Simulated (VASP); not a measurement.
# La2NbO3 (P-4m2) in VASP: notebook

The runs below take La2NbO3 through single point, with PBE.

Everything below comes from runs of VASP 6.6.1. Logs are shortened: lines on timing, memory, paths and dates and some standing lists are left out, and cuts for length are marked.

## Step 1: The cell of the first run

Symmetry: P-4m2, No. 115, tetragonal system. Conventional cell: a = 3.286 Å, b = 3.286 Å, c = 9.336 Å, α = 90.00°, β = 90.00°, γ = 90.00°. La (site symmetry 2mm) has 5 O at 2.42 to 2.56 Å and 4 La at 3.29 Å within 3.3 Å. Nb (site symmetry -4m2) has 4 O at 2.32 Å within 3.1 Å. Within 3.1 Å of O (site symmetry -4m2) lie 4 Nb at 2.32 Å. O (site symmetry 2mm) has 5 La at 2.42 to 2.56 Å and 8 O at 2.99 to 3.29 Å within 3.3 Å.

The cell was built from a structure type or drawn by symmetry, and may not be a known phase.

## Step 2: Single point, PBE, collinear spin, zero start

Input file INCAR:

```
SYSTEM = La2NbO3
ALGO = Normal
EDIFF = 1E-6
ENCUT = 520
GGA = PE
ISIF = 2
ISMEAR = 0
ISPIN = 2
LASPH = .TRUE.
LCHARG = .FALSE.
LMAXMIX = 6
LORBIT = 11
LREAL = .FALSE.
LWAVE = .FALSE.
MAGMOM = 0 0 0 0 0 0
NBANDS = 40
NELM = 150
PREC = Accurate
SIGMA = 0.1
```

Input file KPOINTS:

```
k-points
0
G
  6 6 2
  0 0 0
```

Input file POSCAR:

```
La2NbO3
1.0
    3.2859886716      0.0000000000      0.0000000000
    0.0000000000      3.2859886716      0.0000000000
    0.0000000000      0.0000000000      9.3357143338
La Nb O
2 1 3
Direct
    0.0000000000      0.5000000000      0.6729546914
    0.5000000000      0.0000000000      0.3270453086
    0.0000000000      0.0000000000      0.0000000000
    0.5000000000      0.5000000000      0.0000000000
    0.0000000000      0.5000000000      0.3988201418
    0.5000000000      0.0000000000      0.6011798582
```

Potentials or basis: VASP PAW PBE potentials, release 64 (La, Nb_sv, O).

Command:

```sh
$ cat potpaw_PBE.64/La/POTCAR potpaw_PBE.64/Nb_sv/POTCAR potpaw_PBE.64/O/POTCAR > POTCAR
$ mpirun -np 1 vasp_std > vasp.out
```

OUTCAR:

```text
SYSTEM = La2NbO3
   EDIFF = 1E-6
   ENCUT = 520
   GGA = PE
   ISIF = 2
   ISMEAR = 0
   ISPIN = 2
   LASPH = .TRUE.
   LORBIT = 11
   LREAL = .FALSE.
   NELM = 150
   PREC = Accurate

 ion  position               nearest neighbor table
   1  0.000  0.500  0.673-   6 2.42   6 2.42   6 2.42   6 2.42   5 2.56
   2  0.500  0.000  0.327-   5 2.42   5 2.42   5 2.42   5 2.42   6 2.56
   3  0.000  0.000  0.000-   4 2.32   4 2.32   4 2.32   4 2.32
   4  0.500  0.500  0.000-   3 2.32   3 2.32   3 2.32   3 2.32
   5  0.000  0.500  0.399-   2 2.42   2 2.42   2 2.42   2 2.42   1 2.56
   6  0.500  0.000  0.601-   1 2.42   1 2.42   1 2.42   1 2.42   2 2.56

  LATTYP: Found a simple tetragonal cell.
 ALAT       =     3.2859886716
 C/A-ratio  =     2.8410671085

  Lattice vectors:

 A1 = (   3.2859886716,   0.0000000000,   0.0000000000)
 A2 = (   0.0000000000,   3.2859886716,   0.0000000000)
 A3 = (   0.0000000000,   0.0000000000,   9.3357143338)

Analysis of symmetry for initial positions (statically):
=====================================================================
 Subroutine PRICEL returns:
 Original cell was already a primitive cell.

 Routine SETGRP: Setting up the symmetry group for a
 simple tetragonal supercell.

 Subroutine GETGRP returns: Found  8 space group operations
 (whereof  8 operations were pure point group operations)
 out of a pool of 16 trial point group operations.

The static configuration has the point symmetry D_2d.

Analysis of symmetry for dynamics (positions and initial velocities):
=====================================================================
 Subroutine PRICEL returns:
 Original cell was already a primitive cell.

 Routine SETGRP: Setting up the symmetry group for a
 simple tetragonal supercell.

 Subroutine GETGRP returns: Found  8 space group operations
 (whereof  8 operations were pure point group operations)
 out of a pool of 16 trial point group operations.

The dynamic configuration has the point symmetry D_2d.

Analysis of structural, dynamic, and magnetic symmetry:
=====================================================================
 Subroutine PRICEL returns:
 Original cell was already a primitive cell.

 Routine SETGRP: Setting up the symmetry group for a
 simple tetragonal supercell.

 Subroutine GETGRP returns: Found  8 space group operations
 (whereof  8 operations were pure point group operations)
 out of a pool of 16 trial point group operations.

The overall configuration has the point symmetry D_2d.

 Subroutine INISYM returns: Found  8 space group operations
 (whereof  8 operations are pure point group operations),
 and found     1 'primitive' translations

----------------------------------------------------------------------------------------

                                     Primitive cell

  volume of cell :     100.8044

  direct lattice vectors                    reciprocal lattice vectors
     3.285988672  0.000000000  0.000000000     0.304322413  0.000000000  0.000000000
     0.000000000  3.285988672  0.000000000     0.000000000  0.304322413  0.000000000
     0.000000000  0.000000000  9.335714334     0.000000000  0.000000000  0.107115531

  length of vectors
     3.285988672  3.285988672  9.335714334     0.304322413  0.304322413  0.107115531

  position of ions in fractional coordinates (direct lattice)
     0.000000000  0.500000000  0.672954691
     0.500000000  0.000000000  0.327045309
     0.000000000  0.000000000  0.000000000
     0.500000000  0.500000000  0.000000000
     0.000000000  0.500000000  0.398820142
     0.500000000  0.000000000  0.601179858

  ion indices of the primitive-cell ions
   primitive index   ion index
                 1           1
                 2           2
                 3           3
                 4           4
                 5           5
                 6           6

[... 32 lines left out ...]
  0.166667  0.166667  0.000000      4.000000
  0.333333  0.166667  0.000000      8.000000
[... 12 lines left out ...]
  0.500000  0.333333  0.500000      4.000000
  0.500000  0.500000  0.500000      1.000000
   k-points           NKPTS =     20   k-points in BZ     NKDIM =     20   number of bands    NBANDS=     40
   number of dos      NEDOS =    301   number of ions     NIONS =      6
   total plane-waves  NPLWV =  40320
   dimension x,y,z NGX =    24 NGY =   24 NGZ =   70
   dimension x,y,z NGXF=    48 NGYF=   48 NGZF=  140
   ions per type =               2   1   3
   NGX,Y,Z   is equivalent  to a cutoff of  12.14, 12.14, 12.47 a.u.
   NGXF,Y,Z  is equivalent  to a cutoff of  24.28, 24.28, 24.93 a.u.
 SYSTEM =  La2NbO3
   PREC   = accura    normal or accurate (medium, high low for compatibility)
   ISTART =      0    job   : 0-new  1-cont  2-samecut
   ICHARG =      2    charge: 1-file 2-atom 10-const
   ISPIN  =      2    spin polarized calculation?
   LNONCOLLINEAR =      F non collinear calculations
   LSORBIT =      F    spin-orbit coupling
   LASPH  =      T    aspherical Exc in radial PAW
   ENCUT  =  520.0 eV  38.22 Ry    6.18 a.u.   6.11  6.11 17.36*2*pi/ulx,y,z
   NELM   =    150;   NELMIN=  2; NELMDL= -5     # of ELM steps
   EDIFF  = 0.1E-05   stopping-criterion for ELM
   LREAL  =      F    real-space projection
   EDIFFG = 0.1E-04   stopping-criterion for IOM
   NSW    =      0    number of steps for IOM
   IBRION =     -1    ionic relax: 0-MD 1-quasi-New 2-CG
   NFREE  =      0    steps in history (QN), initial steepest desc. (CG)
   ISIF   =      2    stress and relaxation
   ISYM   =      2    0-nonsym 1-usesym 2-fastsym
   POTIM  = 0.5000    time-step for ionic-motion
   TEBEG  =    0.0;   TEEND  =   0.0 temperature during run
   PSTRESS=    0.0 pullay stress
   NELECT =      53.0000    total number of electrons
   NUPDOWN=      -1.0000    fix difference up-down
   EMIN   =  10.00;   EMAX   =-10.00  energy-range for DOS
   EFERMI =   0.00;   METHOD = LEGACY
   ISMEAR =     0;   SIGMA  =   0.10  broadening in eV -4-tet -1-fermi 0-gaus
   EFERMI_NEDOS =   21; number of points for ismear=-14 and -15
   IALGO  =     38    algorithm
   IMIX   =      4    mixing-type and parameters
     AMIX     =   0.40;   BMIX     =  1.00
     AMIX_MAG =   1.60;   BMIX_MAG =  1.00
  volume/ion in A,a.u.               =      16.80       113.38
  Fermi-wavevector in a.u.,A,eV,Ry     =   1.321317  2.496926 23.754107  1.745878
  Thomas-Fermi vector in A             =   2.451079
   LORBIT       =     11    0 simple, 1 ext, 2 COOP (PROOUT), +10 PAW based schemes
   GGA     = PE    functional components
   LHFCALC =     F    Hartree Fock is set to
   AEXX    =    0.0000 exact exchange contribution
   IVDW    =     0    specifies the selected vdW correction
   LEPSILON=     F    determine dielectric tensor
   LRPA    =     F    only Hartree local field effects (RPA)
 spin polarized calculation
 Gauss-broadening in eV      SIGMA  =   0.10
  energy-cutoff  :      520.00
  volume of cell :      100.80
 maximum number of plane-waves:      2752
   NGX = 13   NGY = 13   NGZ = 35

 number of electron      52.9999993 magnetization       0.0078732

 Free energy of the ion-electron system (eV)
  ---------------------------------------------------
  ext. energy  EPLUGINS =         0.00000000
  ---------------------------------------------------
  free energy    TOTEN  =       -47.52354631 eV

  energy without entropy =      -47.49988565  energy(sigma->0) =      -47.51171598

 E-fermi :   9.6402     XC(G=0): -10.9173

 val. band max:        9.6316468045   @ k =   0.1667   0.1667   0.0000
 cond. band min:       9.7027205347   @ k =   0.5000   0.1667   0.0000
 fundamental gap:      0.0710737302
 Fermi energy:         9.6401688338

 spin component 1

 k-point     1 :       0.0000    0.0000    0.0000
  band No.  band energies     occupation
      1     -46.1308      1.00000
      2     -23.4314      1.00000
      3     -23.3219      1.00000
      4     -22.1955      1.00000
      5     -22.1955      1.00000
      6     -21.8925      1.00000
[... 809 lines left out ...]
     37      12.0181      0.00000
     38      12.2935      0.00000
 Fermi energy:         9.6401688338

 spin component 2

 k-point     1 :       0.0000    0.0000    0.0000
  band No.  band energies     occupation
      1     -46.1273      1.00000
      2     -23.4313      1.00000
      3     -23.3218      1.00000
      4     -22.1917      1.00000
      5     -22.1917      1.00000
      6     -21.8882      1.00000
[... 809 lines left out ...]
     37      12.0192      0.00000
     38      12.2974      0.00000
 [bands above 38 left out]

------------------------ aborting loop because EDIFF is reached ----------------------------------------

  FORCE on cell =-STRESS in cart. coord.  units (eV):
  Direction    XX          YY          ZZ          XY          YZ          ZX
  --------------------------------------------------------------------------------------
  -------------------------------------------------------------------------------------
  Total       -0.2156384     -0.2156384      0.0199132      0.0000000      0.0000000      0.0000000
  in kB       -3.4273378     -3.4273378      0.3164989      0.0000000      0.0000000      0.0000000
  external PRESSURE =      -2.1793923 kB  Pullay stress =       0.0000000 kB

 VOLUME and BASIS-vectors are now :
 -----------------------------------------------------------------------------
  energy-cutoff  :      520.00
  volume of cell :      100.80
      direct lattice vectors                 reciprocal lattice vectors
     3.285988672  0.000000000  0.000000000     0.304322413  0.000000000  0.000000000
     0.000000000  3.285988672  0.000000000     0.000000000  0.304322413  0.000000000
     0.000000000  0.000000000  9.335714334     0.000000000  0.000000000  0.107115531

 POSITION                                       TOTAL-FORCE (eV/Angst)
 -----------------------------------------------------------------------------------
      0.00000      1.64299      6.28251         0.000000     -0.000000     -0.017113
      1.64299      0.00000      3.05320         0.000000     -0.000000      0.017113
      0.00000      0.00000      0.00000         0.000000     -0.000000      0.000000
      1.64299      1.64299      0.00000        -0.000000      0.000000      0.000000
      0.00000      1.64299      3.72327         0.000000     -0.000000     -0.020056
      1.64299      0.00000      5.61244         0.000000     -0.000000      0.020056
 -----------------------------------------------------------------------------------
    total drift:                                0.000000     -0.000000     -0.000000

  FREE ENERGIE OF THE ION-ELECTRON SYSTEM (eV)
  ---------------------------------------------------
  free  energy   TOTEN  =       -47.5235463091 eV

  energy  without entropy=      -47.4998856547  energy(sigma->0) =      -47.51171598

 total charge

# of ion       s       p       d       f       tot
--------------------------------------------------
    1        2.024   5.659   0.808   0.251   8.742
    2        2.024   5.659   0.808   0.251   8.742
    3        2.161   5.939   2.410   0.000  10.510
    4        1.556   3.343   0.000   0.000   4.899
    5        1.569   3.459   0.000   0.000   5.028
    6        1.569   3.459   0.000   0.000   5.028
--------------------------------------------------
tot         10.903  27.519   4.025   0.502  42.949

 magnetization (x)

# of ion       s       p       d       f       tot
--------------------------------------------------
    1        0.000   0.000   0.000   0.000   0.000
    2        0.000   0.000   0.000   0.000   0.000
    3        0.000   0.000   0.005   0.000   0.005
    4        0.000   0.000   0.000   0.000   0.000
    5        0.000   0.000   0.000   0.000   0.000
    6        0.000   0.000   0.000   0.000   0.000
--------------------------------------------------
tot          0.000   0.001   0.006   0.000   0.006
```

Run time: 3.3 min. Hardware: 1 thread of Intel Xeon Platinum 8488C (Sapphire Rapids), shared host; peak memory 0.31 GiB.

What came out:

- Free energy: -47.5235 eV
- Pressure: -0.2 GPa
- Largest force: 0.020 eV/Å
- Net moment: 0.01 μB per cell
- Valence electrons inside the program's atomic spheres: La 8.74; Nb 10.51; O 4.90, 5.03 (each value once)

Forces on the atoms (eV/Å):
```
La   0.000  0.000 -0.017
La   0.000  0.000  0.017
Nb   0.000  0.000  0.000
O    0.000  0.000  0.000
O    0.000  0.000 -0.020
O    0.000  0.000  0.020
```

Stress tensor (GPa, compression positive):
```
-0.34  0.00  0.00
 0.00 -0.34  0.00
 0.00  0.00  0.03
```

Caveat: spin-orbit coupling is left out, which moves the levels of the heavy elements.

## Step 3: Single point, PBE

Input file INCAR:

```
  PREC = Accurate
  ENCUT = 520
  EDIFF = 1E-7
  ISMEAR = 0
  SIGMA = 0.1
  LREAL = False
  LASPH = True
  NELM = 60
  ALGO = Normal
  ISIF = 2
  LWAVE = False
  LCHARG = False
  GGA = PE
  NBANDS = 36
```

Input file KPOINTS:

```
regular mesh
0
Gamma
  12 12 4
```

Input file POSCAR:

```
La2NbO3
1.0
    3.2823673098      0.0000000000      0.0000000000
    0.0000000000      3.2823673098      0.0000000000
    0.0000000000      0.0000000000      9.3715655042
La Nb O
2 1 3
Direct
    0.0000000000      0.5000000000      0.6724274349
    0.5000000000      0.0000000000      0.3275725651
    0.0000000000      0.0000000000      0.0000000000
    0.5000000000      0.5000000000      0.0000000000
    0.0000000000      0.5000000000      0.3989493644
    0.5000000000      0.0000000000      0.6010506356
```

Potentials or basis: VASP PAW PBE potentials, release 64 (La, Nb_sv, O).

Command:

```sh
$ cat potpaw_PBE.64/La/POTCAR potpaw_PBE.64/Nb_sv/POTCAR potpaw_PBE.64/O/POTCAR > POTCAR
$ mpirun -np 1 vasp_std > vasp.out
```

Wall time 6 min (1 thread of Intel Xeon Platinum 8488C (Sapphire Rapids), shared host); peak memory 0.42 GiB.

The run converged. Its results:

```yaml
Free_energy: -47.5694 eV
Pressure: -0.2 GPa
Largest_force: 0.018 eV/Å
Band_gap_on_the_k_mesh: zero (an odd number of electrons rules out a gap without spin polarisation)
```

Forces in eV/Å, atoms in the order of the input:
```
La   0.000  0.000 -0.014
La   0.000  0.000  0.014
Nb   0.000  0.000  0.000
O    0.000  0.000  0.000
O    0.000  0.000 -0.018
O    0.000  0.000  0.018
```

Levels at points of the mesh, in eV from the Fermi level:
| k point | band 24 | band 25 | band 26 | band 27 | band 28 | band 29 | band 30 | band 31 |
| --- | --- | --- | --- | --- | --- | --- | --- | --- |
| (0.00, 0.00, 0.00) | -3.82 | -2.48 | -2.16 | -1.35 | -1.02 | 0.54 | 0.54 | 0.97 |
| (0.50, 0.00, 0.00) | -4.63 | -1.56 | 0.23 | 0.71 | 0.86 | 0.89 | 1.15 | 1.53 |
| (0.50, 0.50, 0.00) | -3.53 | -1.22 | -1.22 | -0.52 | 1.52 | 1.78 | 1.80 | 1.81 |
| (0.00, 0.00, 0.50) | -3.82 | -2.46 | -1.79 | -1.51 | -0.82 | 0.55 | 0.55 | 1.00 |
| (0.50, 0.00, 0.50) | -4.76 | -1.29 | 0.19 | 0.55 | 0.85 | 0.86 | 1.08 | 1.61 |
| (0.50, 0.50, 0.50) | -3.65 | -1.41 | -1.41 | -0.59 | 1.50 | 1.77 | 1.80 | 1.91 |

Caveat: spin-orbit coupling is left out, which moves the levels of the heavy elements; an odd number of electrons without spin polarisation forces a metal; a magnetic or distorted state may lie lower.
